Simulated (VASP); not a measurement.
# Al in VASP: single point with PBEsol

Aim: the single point of Al with PBEsol.

Everything below comes from runs of VASP 6.6.1. Logs are shortened: lines on timing, memory, paths and dates and some standing lists are left out, and cuts for length are marked.

## Step 1: The cell of the first run

The cell holds a sublattice, 3 atoms: a = 4.092 Å, b = 4.092 Å, c = 4.993 Å, α = 90.00°, β = 90.00°, γ = 120.00°.

## Step 2: Single point, PBEsol

INCAR

```
PREC = Accurate ; ENCUT = 520
EDIFF = 1E-6 ; ISMEAR = 0
SIGMA = 0.1 ; LREAL = False
LASPH = True ; NELM = 80
ALGO = Normal ; ISIF = 2
LWAVE = False ; LCHARG = False
GGA = PS ; NBANDS = 12
```

KPOINTS

```
regular mesh
0
Gamma
  9 9 8
```

POSCAR

```
Al
1.0
    4.0919516368      0.0000000000      0.0000000000
   -2.0459758184      3.5437340685      0.0000000000
    0.0000000000      0.0000000000      4.9927787000
Al
3
Direct
    0.0000000000      0.0000000000      0.0000000000
    0.3333333300      0.6666666700      0.3499253500
    0.6666666700      0.3333333300      0.6500746500
```

Potentials or basis: VASP PAW PBE potentials, release 64 (Al).

Launch:

```bash
$ cat potpaw_PBE.64/Al/POTCAR > POTCAR
$ mpirun -np 1 vasp_std > vasp.out
```

OUTCAR:

```text
PREC = Accurate
   ENCUT = 520
   EDIFF = 1E-6
   ISMEAR = 0
   LREAL = False
   LASPH = True
   NELM = 80
   ISIF = 2
   GGA = PS

 ion  position               nearest neighbor table
   1  0.000  0.000  0.000-   2 2.94   3 2.94   2 2.94   3 2.94   3 2.94   2 2.94
   2  0.333  0.667  0.350-   3 2.80   3 2.80   3 2.80   1 2.94   1 2.94   1 2.94
   3  0.667  0.333  0.650-   2 2.80   2 2.80   2 2.80   1 2.94   1 2.94   1 2.94

  LATTYP: Found a hexagonal cell.
 ALAT       =     4.0919516368
 C/A-ratio  =     1.2201460680

  Lattice vectors:

 A1 = (   4.0919516368,   0.0000000000,   0.0000000000)
 A2 = (  -2.0459758184,   3.5437340685,   0.0000000000)
 A3 = (   0.0000000000,   0.0000000000,   4.9927787000)

Analysis of symmetry for initial positions (statically):
=====================================================================
 Subroutine PRICEL returns:
 Original cell was already a primitive cell.

 Routine SETGRP: Setting up the symmetry group for a
 hexagonal supercell.

 Subroutine GETGRP returns: Found 12 space group operations
 (whereof 12 operations were pure point group operations)
 out of a pool of 24 trial point group operations.

The static configuration has the point symmetry D_3d.

Analysis of symmetry for dynamics (positions and initial velocities):
=====================================================================
 Subroutine PRICEL returns:
 Original cell was already a primitive cell.

 Routine SETGRP: Setting up the symmetry group for a
 hexagonal supercell.

 Subroutine GETGRP returns: Found 12 space group operations
 (whereof 12 operations were pure point group operations)
 out of a pool of 24 trial point group operations.

The dynamic configuration has the point symmetry D_3d.

 Subroutine INISYM returns: Found 12 space group operations
 (whereof 12 operations are pure point group operations),
 and found     1 'primitive' translations

----------------------------------------------------------------------------------------

                                     Primitive cell

  volume of cell :      72.3992

  direct lattice vectors                    reciprocal lattice vectors
     4.091951637  0.000000000  0.000000000     0.244382165  0.141094109  0.000000000
    -2.045975818  3.543734069  0.000000000     0.000000000  0.282188217  0.000000000
     0.000000000  0.000000000  4.992778700     0.000000000  0.000000000  0.200289270

  length of vectors
     4.091951637  4.091951637  4.992778700     0.282188217  0.282188217  0.200289270

  position of ions in fractional coordinates (direct lattice)
     0.000000000  0.000000000  0.000000000
     0.333333330  0.666666670  0.349925350
     0.666666670  0.333333330  0.650074650

[... 91 lines left out ...]
   EFERMI =   0.00;   METHOD = LEGACY
   ISMEAR =     0;   SIGMA  =   0.10  broadening in eV -4-tet -1-fermi 0-gaus
   EFERMI_NEDOS =   21; number of points for ismear=-14 and -15
   IALGO  =     38    algorithm
   IMIX   =      4    mixing-type and parameters
     AMIX     =   0.40;   BMIX     =  1.00
     AMIX_MAG =   1.60;   BMIX_MAG =  1.00
  volume/ion in A,a.u.               =      24.13       162.86
  Fermi-wavevector in a.u.,A,eV,Ry     =   0.817042  1.543985  9.082672  0.667558
  Thomas-Fermi vector in A             =   1.927419
   LORBIT       =      0    0 simple, 1 ext, 2 COOP (PROOUT), +10 PAW based schemes
   GGA     = PS    functional components
   LHFCALC =     F    Hartree Fock is set to
   AEXX    =    0.0000 exact exchange contribution
   IVDW    =     0    specifies the selected vdW correction
   LEPSILON=     F    determine dielectric tensor
   LRPA    =     F    only Hartree local field effects (RPA)
 non-spin polarized calculation
 Gauss-broadening in eV      SIGMA  =   0.10
  energy-cutoff  :      520.00
  volume of cell :       72.40
 maximum number of plane-waves:      2010
   NGX = 15   NGY = 15   NGZ = 19

 number of electron       9.0000000 magnetization

 Free energy of the ion-electron system (eV)
  ---------------------------------------------------
  ext. energy  EPLUGINS =         0.00000000
  ---------------------------------------------------
  free energy    TOTEN  =       -10.65090119 eV

  energy without entropy =      -10.64010886  energy(sigma->0) =      -10.64550502

 E-fermi :   4.1133     XC(G=0):  -8.8781

 val. band max:        4.0997506208   @ k =   0.3333   0.2222   0.2500
 cond. band min:       4.1402259212   @ k =   0.4444   0.0000   0.1250
 fundamental gap:      0.0404753004
 Fermi energy:         4.1133272408

 k-point     1 :       0.0000    0.0000    0.0000
  band No.  band energies     occupation
      1      -4.4235      2.00000
      2       1.2084      2.00000
      3       1.3118      2.00000
      4       6.1160      0.00000
      5       6.1160      0.00000
      6       6.3200      0.00000
      7       6.3200      0.00000
      8       8.5059      0.00000
      9       8.6190      0.00000
     10      11.7471      0.00000
     11      11.7474      0.00000
     12      11.9868      0.00000
[... 331 lines left out ...]
 k-point    24 :      -0.1111    0.3333    0.1250
  band No.  band energies     occupation
      1      -3.3420      2.00000
      2       0.8132      2.00000
      3       1.5565      2.00000
      4       3.1377      2.00000
      5       3.9138      1.99523
      6       6.0050      0.00000
      7       6.5800      0.00000
      8       6.9549      0.00000
      9       9.5480      0.00000
     10       9.8052      0.00000
     11      10.0075      0.00000
     12      11.3666      0.00000

 [... further k-points ...]

------------------------ aborting loop because EDIFF is reached ----------------------------------------

  FORCE on cell =-STRESS in cart. coord.  units (eV):
  Direction    XX          YY          ZZ          XY          YZ          ZX
  --------------------------------------------------------------------------------------
  -------------------------------------------------------------------------------------
  Total       -3.4825484     -3.4825484     -3.5702204      0.0000000      0.0000000      0.0000000
  in kB      -77.0679511    -77.0679511    -79.0081098      0.0000000      0.0000000      0.0000000
  external PRESSURE =     -77.7146707 kB  Pullay stress =       0.0000000 kB

 VOLUME and BASIS-vectors are now :
 -----------------------------------------------------------------------------
  energy-cutoff  :      520.00
  volume of cell :       72.40
      direct lattice vectors                 reciprocal lattice vectors
     4.091951637  0.000000000  0.000000000     0.244382165  0.141094109  0.000000000
    -2.045975818  3.543734069  0.000000000     0.000000000  0.282188217  0.000000000
     0.000000000  0.000000000  4.992778700     0.000000000  0.000000000  0.200289270

 POSITION                                       TOTAL-FORCE (eV/Angst)
 -----------------------------------------------------------------------------------
      0.00000      0.00000      0.00000         0.000000      0.000000      0.000000
     -0.00000      2.36249      1.74710        -0.000000     -0.000000     -0.201663
      2.04598      1.18124      3.24568         0.000000      0.000000      0.201663
 -----------------------------------------------------------------------------------
    total drift:                               -0.000000     -0.000000     -0.000000

  FREE ENERGIE OF THE ION-ELECTRON SYSTEM (eV)
  ---------------------------------------------------
  free  energy   TOTEN  =       -10.6509011870 eV

  energy  without entropy=      -10.6401088607  energy(sigma->0) =      -10.64550502
```

Wall time 42 s (1 thread of Intel Xeon Platinum 8375C at 2.90GHz (Ice Lake), shared host); peak memory 0.2 GiB.

Results:

* Free energy: -10.6509 eV
* Pressure: -7.8 GPa
* Largest force: 0.202 eV/Å
* Band gap on the k mesh: zero (an odd number of electrons rules out a gap without spin polarisation)

Forces in eV/Å, atoms in the order of the input:
```
Al   0.000  0.000  0.000
Al   0.000  0.000 -0.202
Al   0.000  0.000  0.202
```

Caveat: the PAW data sets were made with another functional, which shifts forces and pressure a little.
